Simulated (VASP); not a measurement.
# HgF3 (Pm-3m) in VASP: notebook

The runs below take HgF3 through single point, relaxation of cell and atoms, with PBEsol.

Program: VASP 6.6.1. These are calculated values, not measurements. Logs are shortened: lines on timing, memory, paths and dates and some standing lists are left out, and cuts for length are marked.

### 1 The cell of the first run

It takes space group Pm-3m (No. 221, cubic). Conventional cell: a = 3.351 Å, b = 3.351 Å, c = 3.351 Å, α = 90.00°, β = 90.00°, γ = 90.00°. Within 3.1 Å of Hg (site symmetry m-3m) lie 12 F at 2.37 Å. Within 3.1 Å of F (site symmetry 4/mmm) lie 4 Hg at 2.37 Å and 8 F at 2.37 Å.

### 2 Single point, PBEsol

INCAR reads:

```
PREC = Accurate
ENCUT = 520
EDIFF = 1E-6
ISMEAR = -1
SIGMA = 0.05
LREAL = F
LASPH = T
NELM = 100
ALGO = Normal
ISIF = 2
LWAVE = F
LCHARG = T
GGA = PS
LELF = T
LVHAR = T
NBANDS = 24
```

KPOINTS reads:

```
regular mesh
0
Gamma
  7 7 7
```

POSCAR reads:

```
HgF3
1.0
    3.3511211415      0.0000000000      0.0000000000
    0.0000000000      3.3511211415      0.0000000000
    0.0000000000      0.0000000000      3.3511211415
Hg F
1 3
Direct
    0.0000000000      0.0000000000      0.0000000000
    0.0000000000      0.5000000000      0.5000000000
    0.5000000000      0.0000000000      0.5000000000
    0.5000000000      0.5000000000      0.0000000000
```

Potentials or basis: VASP PAW PBE potentials, release 64 (Hg, F).

Run with:

```console
$ cat potpaw_PBE.64/Hg/POTCAR potpaw_PBE.64/F/POTCAR > POTCAR
$ mpirun -np 1 vasp_std > vasp.out
```

OUTCAR:

```text
PREC = Accurate
   ENCUT = 520
   EDIFF = 1E-6
   ISMEAR = -1
   LREAL = F
   LASPH = T
   NELM = 100
   ISIF = 2
   GGA = PS

 ion  position               nearest neighbor table
   1  0.000  0.000  0.000-   2 2.37   3 2.37   4 2.37   2 2.37   3 2.37   2 2.37   4 2.37   2 2.37
                             3 2.37   4 2.37   3 2.37   4 2.37
   2  0.000  0.500  0.500-   1 2.37   1 2.37   1 2.37   1 2.37
   3  0.500  0.000  0.500-   1 2.37   1 2.37   1 2.37   1 2.37
   4  0.500  0.500  0.000-   1 2.37   1 2.37   1 2.37   1 2.37

  LATTYP: Found a simple cubic cell.
 ALAT       =     3.3511211415

  Lattice vectors:

 A1 = (   3.3511211415,   0.0000000000,   0.0000000000)
 A2 = (   0.0000000000,   3.3511211415,   0.0000000000)
 A3 = (   0.0000000000,   0.0000000000,   3.3511211415)

Analysis of symmetry for initial positions (statically):
=====================================================================
 Subroutine PRICEL returns:
 Original cell was already a primitive cell.

 Routine SETGRP: Setting up the symmetry group for a
 simple cubic supercell.

 Subroutine GETGRP returns: Found 48 space group operations
 (whereof 48 operations were pure point group operations)
 out of a pool of 48 trial point group operations.

The static configuration has the point symmetry O_h .

Analysis of symmetry for dynamics (positions and initial velocities):
=====================================================================
 Subroutine PRICEL returns:
 Original cell was already a primitive cell.

 Routine SETGRP: Setting up the symmetry group for a
 simple cubic supercell.

 Subroutine GETGRP returns: Found 48 space group operations
 (whereof 48 operations were pure point group operations)
 out of a pool of 48 trial point group operations.

The dynamic configuration has the point symmetry O_h .

 Subroutine INISYM returns: Found 48 space group operations
 (whereof 48 operations are pure point group operations),
 and found     1 'primitive' translations

----------------------------------------------------------------------------------------

                                     Primitive cell

  volume of cell :      37.6331

  direct lattice vectors                    reciprocal lattice vectors
     3.351121142  0.000000000  0.000000000     0.298407595  0.000000000  0.000000000
     0.000000000  3.351121142  0.000000000     0.000000000  0.298407595  0.000000000
     0.000000000  0.000000000  3.351121142     0.000000000  0.000000000  0.298407595

  length of vectors
[... 80 lines left out ...]
   NELM   =    100;   NELMIN=  2; NELMDL= -5     # of ELM steps
   EDIFF  = 0.1E-05   stopping-criterion for ELM
   LREAL  =      F    real-space projection
   EDIFFG = 0.1E-04   stopping-criterion for IOM
   NSW    =      0    number of steps for IOM
   IBRION =     -1    ionic relax: 0-MD 1-quasi-New 2-CG
   NFREE  =      0    steps in history (QN), initial steepest desc. (CG)
   ISIF   =      2    stress and relaxation
   ISYM   =      2    0-nonsym 1-usesym 2-fastsym
   POTIM  = 0.5000    time-step for ionic-motion
   TEBEG  =    0.0;   TEEND  =   0.0 temperature during run
   PSTRESS=    0.0 pullay stress
   NELECT =      33.0000    total number of electrons
   NUPDOWN=      -1.0000    fix difference up-down
   EMIN   =  10.00;   EMAX   =-10.00  energy-range for DOS
   EFERMI =   0.00;   METHOD = LEGACY
   ISMEAR =    -1;   SIGMA  =   0.05  broadening in eV -4-tet -1-fermi 0-gaus
   EFERMI_NEDOS =   21; number of points for ismear=-14 and -15
   IALGO  =     38    algorithm
   IMIX   =      4    mixing-type and parameters
     AMIX     =   0.40;   BMIX     =  1.00
     AMIX_MAG =   1.60;   BMIX_MAG =  1.00
  volume/ion in A,a.u.               =       9.41        63.49
  Fermi-wavevector in a.u.,A,eV,Ry     =   1.566953  2.961112 33.406959  2.455342
  Thomas-Fermi vector in A             =   2.669205
   LORBIT       =      0    0 simple, 1 ext, 2 COOP (PROOUT), +10 PAW based schemes
   GGA     = PS    functional components
   LHFCALC =     F    Hartree Fock is set to
   AEXX    =    0.0000 exact exchange contribution
   IVDW    =     0    specifies the selected vdW correction
   LEPSILON=     F    determine dielectric tensor
   LRPA    =     F    only Hartree local field effects (RPA)
 non-spin polarized calculation
  energy-cutoff  :      520.00
  volume of cell :       37.63
 maximum number of plane-waves:      1028
 NGX is ok and might be reduce to    28
   NGX = 13   NGY = 13   NGZ = 13

 number of electron      32.9999986 magnetization

 Free energy of the ion-electron system (eV)
  ---------------------------------------------------
  ext. energy  EPLUGINS =         0.00000000
  ---------------------------------------------------
  free energy    TOTEN  =        -8.48547472 eV

  energy without entropy =       -8.41241737  energy(sigma->0) =       -8.44894604

 E-fermi :   1.3035     XC(G=0): -12.7205

 val. band max:        1.2914021174   @ k =   0.4286   0.2857   0.1429
 cond. band min:       1.3120292937   @ k =   0.4286   0.1429   0.0000
 fundamental gap:      0.0206271763
 Fermi energy:         1.3035089396

 k-point     1 :       0.0000    0.0000    0.0000
  band No.  band energies     occupation
      1     -21.2168      2.00000
      2     -18.8039      2.00000
      3     -18.8039      2.00000
      4      -3.1376      2.00000
      5      -3.1376      2.00000
      6      -3.1376      2.00000
[... 529 lines left out ...]
     23      22.1942      0.00000
     24      22.1942      0.00000

------------------------ aborting loop because EDIFF is reached ----------------------------------------

  FORCE on cell =-STRESS in cart. coord.  units (eV):
  Direction    XX          YY          ZZ          XY          YZ          ZX
  --------------------------------------------------------------------------------------
  -------------------------------------------------------------------------------------
  Total        7.4193374      7.4193374      7.4193374     -0.0000000     -0.0000000      0.0000000
  in kB      315.8677734    315.8677734    315.8677734     -0.0000000     -0.0000000      0.0000000
  external PRESSURE =     315.8677734 kB  Pullay stress =       0.0000000 kB

 VOLUME and BASIS-vectors are now :
 -----------------------------------------------------------------------------
  energy-cutoff  :      520.00
  volume of cell :       37.63
      direct lattice vectors                 reciprocal lattice vectors
     3.351121142  0.000000000  0.000000000     0.298407595  0.000000000  0.000000000
     0.000000000  3.351121142  0.000000000     0.000000000  0.298407595  0.000000000
     0.000000000  0.000000000  3.351121142     0.000000000  0.000000000  0.298407595

 POSITION                                       TOTAL-FORCE (eV/Angst)
 -----------------------------------------------------------------------------------
      0.00000      0.00000      0.00000         0.000000      0.000000      0.000000
      0.00000      1.67556      1.67556         0.000000      0.000000      0.000000
      1.67556      0.00000      1.67556         0.000000      0.000000      0.000000
      1.67556      1.67556      0.00000         0.000000      0.000000      0.000000
 -----------------------------------------------------------------------------------
    total drift:                                0.000000      0.000000      0.000000

  FREE ENERGIE OF THE ION-ELECTRON SYSTEM (eV)
  ---------------------------------------------------
  free  energy   TOTEN  =        -8.4854747210 eV

  energy  without entropy=       -8.4124173672  energy(sigma->0) =       -8.44894604
```

OSZICAR:

```text
N       E                     dE             d eps       ncg     rms          rms(c)
DAV:   1     0.262527321418E+03    0.26253E+03   -0.19346E+04   976   0.143E+03
DAV:   2    -0.789023832178E+00   -0.26332E+03   -0.24773E+03  1032   0.374E+02
DAV:   3    -0.112753451682E+02   -0.10486E+02   -0.10343E+02  1160   0.797E+01
DAV:   4    -0.113231130520E+02   -0.47768E-01   -0.47763E-01  1088   0.550E+00
DAV:   5    -0.113232619047E+02   -0.14885E-03   -0.14885E-03  1192   0.296E-01    0.147E+01
DAV:   6    -0.889656639043E+01    0.24267E+01   -0.95998E+00  1224   0.451E+01    0.194E+01
DAV:   7    -0.855413119000E+01    0.34244E+00   -0.14196E+00  1072   0.157E+01    0.887E+00
DAV:   8    -0.849565160799E+01    0.58480E-01   -0.32586E-01  1064   0.709E+00    0.194E+00
DAV:   9    -0.849050579367E+01    0.51458E-02   -0.36664E-02  1272   0.271E+00    0.108E+00
DAV:  10    -0.848743189399E+01    0.30739E-02   -0.30887E-03  1032   0.671E-01    0.788E-01
DAV:  11    -0.848650446491E+01    0.92743E-03   -0.80816E-04  1152   0.414E-01    0.703E-01
DAV:  12    -0.848565025166E+01    0.85421E-03   -0.28200E-03  1104   0.879E-01    0.191E-01
DAV:  13    -0.848567599056E+01   -0.25739E-04   -0.22696E-04   992   0.136E-01    0.158E-01
DAV:  14    -0.848558091114E+01    0.95079E-04   -0.12143E-05  1280   0.599E-02    0.130E-01
DAV:  15    -0.848546985321E+01    0.11106E-03   -0.31013E-04  1096   0.180E-01    0.813E-02
DAV:  16    -0.848547905043E+01   -0.91972E-05   -0.23889E-05  1000   0.438E-02    0.551E-02
DAV:  17    -0.848547439902E+01    0.46514E-05   -0.22047E-05  1056   0.413E-02    0.180E-02
DAV:  18    -0.848547472103E+01   -0.32201E-06   -0.80571E-07   680   0.119E-02
   1 F= -.84854747E+01 E0= -.84489460E+01  d E =-.730574E-01
```

Run time: 23 s. Hardware: 1 thread of Intel Xeon Platinum 8259CL at 2.50GHz (Skylake/Cascade Lake), shared host; peak memory 0.16 GiB.

Results:

* Free energy: -8.4855 eV
* Pressure: 31.6 GPa

Levels at points of the mesh, in eV from the Fermi level:
```csv
k point,band 14,band 15,band 16,band 17,band 18,band 19,band 20,band 21
"(0.00, 0.00, 0.00)",-1.89,-0.21,-0.21,-0.21,1.04,16.40,17.54,17.54
```

Caveat: the PAW data sets were made with another functional, which shifts forces and pressure a little; spin-orbit coupling is left out, which moves the levels of the heavy elements; an odd number of electrons without spin polarisation forces a metal; a magnetic or distorted state may lie lower.

### 3 Single point, PBEsol

This run uses another cell than the first one, of 9.86 Å³/atom, 1.048 times its volume.

INCAR reads:

```
ALGO = Normal
EDIFF = 1E-6
ENCUT = 520
GGA = PS
ISIF = 2
ISMEAR = -1
LASPH = T
LCHARG = F
LREAL = F
LWAVE = F
NBANDS = 24
NELM = 80
PREC = Accurate
SIGMA = 0.05
```

KPOINTS reads:

```
k-points
0
Gamma
  7 7 7
```

POSCAR reads:

```
HgF3
1.0
    3.4044176318      0.0000000000      0.0000000000
    0.0000000000      3.4044176318      0.0000000000
    0.0000000000      0.0000000000      3.4044176318
Hg F
1 3
Direct
    0.0000000000      0.0000000000      0.0000000000
    0.0000000000      0.5000000000      0.5000000000
    0.5000000000      0.0000000000      0.5000000000
    0.5000000000      0.5000000000      0.0000000000
```

Potentials or basis: VASP PAW PBE potentials, release 64 (Hg, F).

Run with:

```console
$ cat potpaw_PBE.64/Hg/POTCAR potpaw_PBE.64/F/POTCAR > POTCAR
$ mpirun -np 1 vasp_std > vasp.out
```

OUTCAR:

```text
EDIFF = 1E-6
   ENCUT = 520
   GGA = PS
   ISIF = 2
   ISMEAR = -1
   LASPH = T
   LREAL = F
   NELM = 80
   PREC = Accurate

 ion  position               nearest neighbor table
   1  0.000  0.000  0.000-   2 2.41   3 2.41   4 2.41   2 2.41   3 2.41   2 2.41   4 2.41   2 2.41
                             3 2.41   4 2.41   3 2.41   4 2.41
   2  0.000  0.500  0.500-   1 2.41   1 2.41   1 2.41   1 2.41
   3  0.500  0.000  0.500-   1 2.41   1 2.41   1 2.41   1 2.41
   4  0.500  0.500  0.000-   1 2.41   1 2.41   1 2.41   1 2.41

  LATTYP: Found a simple cubic cell.
 ALAT       =     3.4044176318

  Lattice vectors:

 A1 = (   3.4044176318,   0.0000000000,   0.0000000000)
 A2 = (   0.0000000000,   3.4044176318,   0.0000000000)
 A3 = (   0.0000000000,   0.0000000000,   3.4044176318)

Analysis of symmetry for initial positions (statically):
=====================================================================
 Subroutine PRICEL returns:
 Original cell was already a primitive cell.

[... 164 lines left out ...]
  free energy    TOTEN  =        -8.79020239 eV

  energy without entropy =       -8.71478954  energy(sigma->0) =       -8.75249597

 E-fermi :   0.7455     XC(G=0): -12.4307

 val. band max:        0.7345267621   @ k =   0.4286   0.1429   0.0000
 cond. band min:       0.7799990008   @ k =   0.4286   0.4286   0.4286
 fundamental gap:      0.0454722387
 Fermi energy:         0.7455137970

 k-point     1 :       0.0000    0.0000    0.0000
  band No.  band energies     occupation
      1     -21.3874      2.00000
      2     -19.2216      2.00000
      3     -19.2216      2.00000
      4      -3.3796      2.00000
      5      -3.3796      2.00000
      6      -3.3681      2.00000
[... 529 lines left out ...]
     23      21.1316      0.00000
     24      21.1316      0.00000

------------------------ aborting loop because EDIFF is reached ----------------------------------------

  FORCE on cell =-STRESS in cart. coord.  units (eV):
  Direction    XX          YY          ZZ          XY          YZ          ZX
  --------------------------------------------------------------------------------------
  -------------------------------------------------------------------------------------
  Total        5.2020482      5.2020482      5.2020482      0.0000000      0.0000000     -0.0000000
  in kB      211.2304192    211.2304192    211.2304192      0.0000000      0.0000000     -0.0000000
  external PRESSURE =     211.2304192 kB  Pullay stress =       0.0000000 kB

 VOLUME and BASIS-vectors are now :
 -----------------------------------------------------------------------------
  energy-cutoff  :      520.00
  volume of cell :       39.46
      direct lattice vectors                 reciprocal lattice vectors
     3.404417632  0.000000000  0.000000000     0.293735995  0.000000000  0.000000000
     0.000000000  3.404417632  0.000000000     0.000000000  0.293735995  0.000000000
     0.000000000  0.000000000  3.404417632     0.000000000  0.000000000  0.293735995

 POSITION                                       TOTAL-FORCE (eV/Angst)
 -----------------------------------------------------------------------------------
      0.00000      0.00000      0.00000         0.000000      0.000000      0.000000
      0.00000      1.70221      1.70221         0.000000      0.000000      0.000000
      1.70221      0.00000      1.70221         0.000000      0.000000      0.000000
      1.70221      1.70221      0.00000         0.000000      0.000000      0.000000
 -----------------------------------------------------------------------------------
    total drift:                                0.000000      0.000000      0.000000

  FREE ENERGIE OF THE ION-ELECTRON SYSTEM (eV)
  ---------------------------------------------------
  free  energy   TOTEN  =        -8.7902023949 eV

  energy  without entropy=       -8.7147895374  energy(sigma->0) =       -8.75249597
```

OSZICAR:

```text
N       E                     dE             d eps       ncg     rms          rms(c)
DAV:   1     0.257137590684E+03    0.25714E+03   -0.18848E+04   976   0.140E+03
DAV:   2    -0.137162162635E+01   -0.25851E+03   -0.24185E+03  1016   0.367E+02
DAV:   3    -0.115819989330E+02   -0.10210E+02   -0.10116E+02  1184   0.779E+01
DAV:   4    -0.116290193931E+02   -0.47020E-01   -0.47017E-01  1032   0.538E+00
DAV:   5    -0.116291789546E+02   -0.15956E-03   -0.15956E-03  1224   0.296E-01    0.135E+01
DAV:   6    -0.927057278645E+01    0.23586E+01   -0.10413E+01  1256   0.457E+01    0.183E+01
DAV:   7    -0.886902131585E+01    0.40155E+00   -0.14492E+00  1056   0.156E+01    0.835E+00
DAV:   8    -0.881649273120E+01    0.52529E-01   -0.46186E-01  1064   0.944E+00    0.162E+00
DAV:   9    -0.881290015450E+01    0.35926E-02   -0.14372E-01  1264   0.598E+00    0.174E+00
DAV:  10    -0.879152355708E+01    0.21377E-01   -0.15183E-02  1072   0.209E+00    0.779E-01
DAV:  11    -0.879091951998E+01    0.60404E-03   -0.87946E-03  1104   0.146E+00    0.400E-01
DAV:  12    -0.879017126279E+01    0.74826E-03   -0.22144E-03  1016   0.729E-01    0.409E-02
DAV:  13    -0.879025532849E+01   -0.84066E-04   -0.12163E-04  1168   0.158E-01    0.886E-02
DAV:  14    -0.879020739474E+01    0.47934E-04   -0.11758E-04  1144   0.186E-01    0.352E-02
DAV:  15    -0.879020237243E+01    0.50223E-05   -0.10721E-05  1056   0.499E-02    0.392E-03
DAV:  16    -0.879020239489E+01   -0.22461E-07   -0.11490E-06   760   0.100E-02
   1 F= -.87902024E+01 E0= -.87524960E+01  d E =-.754129E-01
```

Wall time 20 s (1 thread of Intel Xeon Platinum 8259CL at 2.50GHz (Skylake/Cascade Lake), shared host); peak memory 0.16 GiB.

What came out:

```
Free energy : -8.7902 eV
Pressure    : 21.1 GPa
```

Caveat: the PAW data sets were made with another functional, which shifts forces and pressure a little; spin-orbit coupling is left out, which moves the levels of the heavy elements; an odd number of electrons without spin polarisation forces a metal; a magnetic or distorted state may lie lower.

(Part 1 of 2 ends here.)
